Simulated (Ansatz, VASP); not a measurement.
One calculation of Zr3W, two programs

File INCAR:

```
SYSTEM = Zr3W
PREC     = Accurate       ! precision mode
ENCUT    = 500            ! plane-wave cutoff, eV
EDIFF    = 1E-6           ! SCF threshold, eV
ISMEAR   = 0              ! smearing method
SIGMA    = 0.2            ! smearing width, eV
LREAL    = .False.        ! projectors in reciprocal space
LASPH    = .True.         ! aspherical terms in the spheres
NELM     = 120            ! most SCF steps
ALGO     = Normal         ! electronic algorithm
ISIF     = 2              ! what is computed and relaxed
LWAVE    = .False.        ! write WAVECAR
LCHARG   = .False.        ! write CHGCAR
GGA      = PE             ! functional
NBANDS   = 60             ! bands
GGA_COMPAT= .False.
```

KPOINTS

```
regular mesh
0
Gamma
  6 6 6
  0 0 0
```

File POSCAR:

```
Zr3W
1.0
    0.0000000000      3.4506931449      3.4506931449
    3.4506931449      3.4506931449      0.0000000000
   -3.4506931449      6.9013862898     -3.4506931449
Zr W
6 2
Direct
    0.3750000000      0.3750000000      0.8750000000
    0.8750000000      0.8750000000      0.3750000000
    0.1250000000      0.1250000000      0.6250000000
    0.6250000000      0.6250000000      0.1250000000
    0.7500000000      0.7500000000      0.7500000000
    0.2500000000      0.2500000000      0.2500000000
    0.5000000000      0.5000000000      0.5000000000
    0.0000000000      0.0000000000      0.0000000000
```

Input for Ansatz:

```yaml
crystal:
  lattice:
    - [0.0, 3.4506931449, 3.4506931449]
    - [3.4506931449, 3.4506931449, 0.0]
    - [-3.4506931449, 6.9013862898, -3.4506931449]
  atoms:
    - { symbol: Zr, position: [0.375, 0.375, 0.875] }
    - { symbol: Zr, position: [0.875, 0.875, 0.375] }
    - { symbol: Zr, position: [0.125, 0.125, 0.625] }
    - { symbol: Zr, position: [0.625, 0.625, 0.125] }
    - { symbol: Zr, position: [0.75, 0.75, 0.75] }
    - { symbol: Zr, position: [0.25, 0.25, 0.25] }
    - { symbol: W, position: [0.5, 0.5, 0.5] }
    - { symbol: W, position: [0.0, 0.0, 0.0] }
basis:
  ecutwfc: 420
kpoints:
  mp_grid: { grid: [6, 6, 6] }
hamiltonian:
  xc: pbe
scf:
  occupations: { method: gaussian, width: 0.2 }
  lower_state_search: "off"
output:
  forces: true
  stress: true
  eigenvalues: true
```

Alike in both runs: task single point; functional PBE; k mesh 6 × 6 × 6; occupations gaussian, width 0.2 eV; no spin polarisation.

```csv
,VASP,Ansatz
version,VASP 6.6.1,Ansatz 0.2.0
potentials or method,"VASP PAW PBE potentials, release 64 (Zr_sv, W_sv), cutoff 500 eV","scalar-relativistic, plane waves, PAW"
valence electrons in the cell,100,100
```

```tsv
	VASP	Ansatz	Ansatz less VASP
gap on the k mesh at the Fermi level (eV)	none	none	-
pressure (GPa)	0.0	0.0	-0.07
```

A gap of «none» marks a metal or a gap that the smearing closes.

Neither program's run includes spin-orbit coupling.
